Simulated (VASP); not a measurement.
# BN (Qingsongite) in VASP: a series of runs, part 2 of 2

VASP 6.6.1. Earlier steps stand in the parts before.

**5. Relaxation of the atoms, PBE (volume scaled by 0.94)**

INCAR

```
PREC     = Accurate       # precision mode
ENCUT    = 520            # plane-wave cutoff, eV
EDIFF    = 1E-7           # SCF threshold, eV
ISMEAR   = -1             # smearing method
SIGMA    = 0.02           # smearing width, eV
LREAL    = F              # projectors in reciprocal space
LASPH    = T              # aspherical terms in the spheres
NELM     = 100            # most SCF steps
ALGO     = Normal         # electronic algorithm
ISIF     = 2              # what is computed and relaxed
LWAVE    = F              # write WAVECAR
LCHARG   = F              # write CHGCAR
GGA      = PE             # functional
IBRION   = 2              # ionic algorithm
NSW      = 80             # ionic steps
EDIFFG   = -0.02          # ionic threshold
```

KPOINTS

```
regular mesh
0
Gamma
  14 14 14
```

POSCAR

```
BN
1.0
    0.0000000000      1.7706018915      1.7706018915
    1.7706018915      0.0000000000      1.7706018915
    1.7706018915      1.7706018915      0.0000000000
B N
1 1
Direct
    0.0000000000      0.0000000000      0.0000000000
    0.2500000000      0.2500000000      0.2500000000
```

Potentials or basis: VASP PAW PBE potentials, release 64 (B, N).

Command:

```bash
cat potpaw_PBE.64/B/POTCAR potpaw_PBE.64/N/POTCAR > POTCAR
mpirun -np 1 vasp_std > vasp.out
```

OUTCAR:

```text
PREC = Accurate
   ENCUT = 520
   EDIFF = 1E-7
   ISMEAR = -1
   LREAL = F
   LASPH = T
   NELM = 100
   ISIF = 2
   GGA = PE
   IBRION = 2
   NSW = 80
   EDIFFG = -0.02

 ion  position               nearest neighbor table
   1  0.000  0.000  0.000-   2 1.53   2 1.53   2 1.53   2 1.53
   2  0.250  0.250  0.250-   1 1.53   1 1.53   1 1.53   1 1.53

  LATTYP: Found a face centered cubic cell.
 ALAT       =     3.5412037830

  Lattice vectors:

 A1 = (   0.0000000000,   1.7706018915,   1.7706018915)
 A2 = (   1.7706018915,   0.0000000000,   1.7706018915)
 A3 = (   1.7706018915,   1.7706018915,   0.0000000000)

Analysis of symmetry for initial positions (statically):
=====================================================================
 Subroutine PRICEL returns:
 Original cell was already a primitive cell.

 Routine SETGRP: Setting up the symmetry group for a
 face centered cubic supercell.

 Subroutine GETGRP returns: Found 24 space group operations
 (whereof 24 operations were pure point group operations)
 out of a pool of 48 trial point group operations.

The static configuration has the point symmetry T_d .

Analysis of symmetry for dynamics (positions and initial velocities):
=====================================================================
 Subroutine PRICEL returns:
 Original cell was already a primitive cell.

 Routine SETGRP: Setting up the symmetry group for a
 face centered cubic supercell.

 Subroutine GETGRP returns: Found 24 space group operations
 (whereof 24 operations were pure point group operations)
 out of a pool of 48 trial point group operations.

The dynamic configuration has the point symmetry T_d .

 Subroutine INISYM returns: Found 24 space group operations
 (whereof 24 operations are pure point group operations),
 and found     1 'primitive' translations

----------------------------------------------------------------------------------------

[... 111 lines left out ...]
     AMIX     =   0.40;   BMIX     =  1.00
     AMIX_MAG =   1.60;   BMIX_MAG =  1.00
  volume/ion in A,a.u.               =       5.55        37.46
  Fermi-wavevector in a.u.,A,eV,Ry     =   1.467711  2.773572 29.309341  2.154176
  Thomas-Fermi vector in A             =   2.583296
   LORBIT       =      0    0 simple, 1 ext, 2 COOP (PROOUT), +10 PAW based schemes
   GGA     = PE    functional components
   LHFCALC =     F    Hartree Fock is set to
   AEXX    =    0.0000 exact exchange contribution
   IVDW    =     0    specifies the selected vdW correction
   LEPSILON=     F    determine dielectric tensor
   LRPA    =     F    only Hartree local field effects (RPA)
 conjugate gradient relaxation of ions
 non-spin polarized calculation
  energy-cutoff  :      520.00
  volume of cell :       11.10
 maximum number of plane-waves:       307
   NGX =  9   NGY =  9   NGZ =  9

 number of electron       7.9999999 magnetization

 Free energy of the ion-electron system (eV)
  ---------------------------------------------------
  ext. energy  EPLUGINS =         0.00000000
  ---------------------------------------------------
  free energy    TOTEN  =       -17.37774149 eV

  energy without entropy =      -17.37774149  energy(sigma->0) =      -17.37774149

 E-fermi :   8.6186     XC(G=0): -13.1303

 val. band max:        8.1844415625   @ k =   0.0000   0.0000   0.0000
 cond. band min:      12.7067101899   @ k =   0.5000   0.5000   0.0000
 fundamental gap:      4.5222686274
 Fermi energy:         8.6185740810

 k-point     1 :       0.0000    0.0000    0.0000
  band No.  band energies     occupation
      1     -12.7673      2.00000
      2       8.1844      2.00000
      3       8.1844      2.00000
      4       8.1844      2.00000
      5      17.3000      0.00000
      6      17.3000      0.00000
      7      17.3000      0.00000
      8      19.5594      0.00000
[... 243 lines left out ...]
 k-point    24 :       0.2857    0.1429    0.0000
  band No.  band energies     occupation
      1     -10.9072      2.00000
      2       2.9303      2.00000
      3       5.6791      2.00000
      4       6.2434      2.00000
      5      16.7531      0.00000
      6      20.5177      0.00000
      7      20.8537      0.00000
      8      21.6680      0.00000

 [... further k-points ...]
[... 5 lines left out ...]
  --------------------------------------------------------------------------------------
  -------------------------------------------------------------------------------------
  Total        2.0778468      2.0778468      2.0778468      0.0000000      0.0000000     -0.0000000
  in kB      299.8688452    299.8688452    299.8688452      0.0000000      0.0000000     -0.0000000
  external PRESSURE =     299.8688452 kB  Pullay stress =       0.0000000 kB

 VOLUME and BASIS-vectors are now :
 -----------------------------------------------------------------------------
  energy-cutoff  :      520.00
  volume of cell :       11.10
      direct lattice vectors                 reciprocal lattice vectors
     0.000000000  1.770601891  1.770601891    -0.282389849  0.282389849  0.282389849
     1.770601891  0.000000000  1.770601891     0.282389849 -0.282389849  0.282389849
     1.770601891  1.770601891  0.000000000     0.282389849  0.282389849 -0.282389849

 POSITION                                       TOTAL-FORCE (eV/Angst)
 -----------------------------------------------------------------------------------
      0.00000      0.00000      0.00000         0.000000      0.000000     -0.000000
      0.88530      0.88530      0.88530        -0.000000     -0.000000      0.000000
 -----------------------------------------------------------------------------------
    total drift:                                0.000000      0.000000      0.000000

  FREE ENERGIE OF THE ION-ELECTRON SYSTEM (eV)
  ---------------------------------------------------
  free  energy   TOTEN  =       -17.3777414910 eV

  energy  without entropy=      -17.3777414910  energy(sigma->0) =      -17.37774149

 reached required accuracy - stopping structural energy minimisation
```

Wall time 6.3 s (1 thread of Intel Xeon Platinum 8488C (Sapphire Rapids), shared host); peak memory 0.12 GiB.

Results:

| Item | Value |
| --- | --- |
| Free energy | -17.3777 eV |
| Pressure after relaxing | 30.0 GPa |
| Band gap on the k mesh | 4.52 eV, indirect (least direct gap 9.12 eV) |

Final structure:
```xyz
2
Lattice="0.0000 1.7706 1.7706 1.7706 0.0000 1.7706 1.7706 1.7706 0.0000" Properties=species:S:1:pos:R:3 pbc="T T T"
B     0.0000    0.0000    0.0000
N     0.8853    0.8853    0.8853
```

Levels at points of the mesh, in eV from the valence-band top:
| k point | band 1 | band 2 | band 3 | band 4 | band 5 | band 6 | band 7 | band 8 |
| --- | --- | --- | --- | --- | --- | --- | --- | --- |
| (0.00, 0.00, 0.00) | -20.95 | 0.00 | 0.00 | 0.00 | 9.12 | 9.12 | 9.12 | 11.38 |
| (0.50, 0.00, 0.00) | -16.43 | -11.27 | -2.06 | -2.06 | 10.97 | 11.05 | 11.05 | 15.89 |
| (0.50, 0.50, 0.00) | -14.98 | -9.33 | -5.22 | -5.22 | 4.52 | 9.58 | 18.89 | 18.89 |

Caveat: the relaxation stopped at its first step, so nothing moved. A k mesh can miss the band edges.

**6. Relaxation of the atoms, PBE (volume scaled by 0.96)**

INCAR

```
ALGO = Normal
EDIFF = 1E-6
EDIFFG = -0.02
ENCUT = 520
GGA = PE
IBRION = 2
ISIF = 2
ISMEAR = -1
LASPH = True
LCHARG = False
LREAL = False
LWAVE = False
NELM = 100
NSW = 80
PREC = Accurate
SIGMA = 0.02
```

KPOINTS

```
k-points
0
Gamma
  14 14 14
```

POSCAR

```
BN
1.0
    0.0000000000      1.7830713297      1.7830713297
    1.7830713297      0.0000000000      1.7830713297
    1.7830713297      1.7830713297      0.0000000000
B N
1 1
Direct
    0.0000000000      0.0000000000      0.0000000000
    0.2500000000      0.2500000000      0.2500000000
```

Potentials or basis: VASP PAW PBE potentials, release 64 (B, N).

Command:

```bash
cat potpaw_PBE.64/B/POTCAR potpaw_PBE.64/N/POTCAR > POTCAR
mpirun -np 1 vasp_std > vasp.out
```

It took 5.9 s on 1 thread of Intel Xeon Platinum 8488C (Sapphire Rapids), shared host; peak memory 0.12 GiB.

The run converged. Its results:

- Free energy: -17.4151 eV
- Pressure after relaxing: 20.3 GPa
- Band gap on the k mesh: 4.50 eV, indirect (least direct gap 9.02 eV)

Final structure:
```xyz
2
Lattice="0.0000 1.7831 1.7831 1.7831 0.0000 1.7831 1.7831 1.7831 0.0000" Properties=species:S:1:pos:R:3 pbc="T T T"
B     0.0000    0.0000    0.0000
N     0.8915    0.8915    0.8915
```

Levels at points of the mesh, in eV from the valence-band top:
| k point | band 2 | band 3 | band 4 | band 5 | band 6 | band 7 |
| --- | --- | --- | --- | --- | --- | --- |
| (0.00, 0.00, 0.00) | 0.00 | 0.00 | 0.00 | 9.02 | 9.02 | 9.02 |
| (0.50, 0.00, 0.00) | -11.07 | -2.02 | -2.02 | 10.69 | 10.93 | 10.93 |
| (0.50, 0.50, 0.00) | -9.19 | -5.11 | -5.11 | 4.50 | 9.46 | 18.55 |

Caveat: the relaxation stopped at its first step, so nothing moved. A k mesh can miss the band edges.

**7. Overview**

```csv
task,cell,gap on the mesh (eV),pressure (GPa)
single point,"a = 2.569, b = 2.569, c = 2.556 Å, angles 60.2, 60.2, 59.7°, 2 atoms",4.36,-0.5
single point,"a = 2.582, b = 2.582, c = 2.556 Å, angles 60.3, 60.3, 59.3°, 2 atoms",4.26,-4.1
single point,"a = 2.595, b = 2.595, c = 2.556 Å, angles 60.5, 60.5, 59.0°, 2 atoms",4.17,-7.5
relaxation of the atoms,"atoms relaxed from a = 2.504 Å, angles 60.0°, 2 atoms",4.52,30.0
relaxation of the atoms,"atoms relaxed from a = 2.522 Å, angles 60.0°, 2 atoms",4.50,20.3
```

Alike in all rows: level PBE; potentials or basis VASP PAW PBE potentials, release 64 (B, N); no spin polarisation; k mesh 14 × 14 × 14; cutoff (eV) 520; smearing fermi-dirac 0.02 eV.

Caveats: the relaxation stopped at its first step, so nothing moved (some runs).

Total energies depend on the potentials used, so only differences within one code and one set of settings carry meaning.
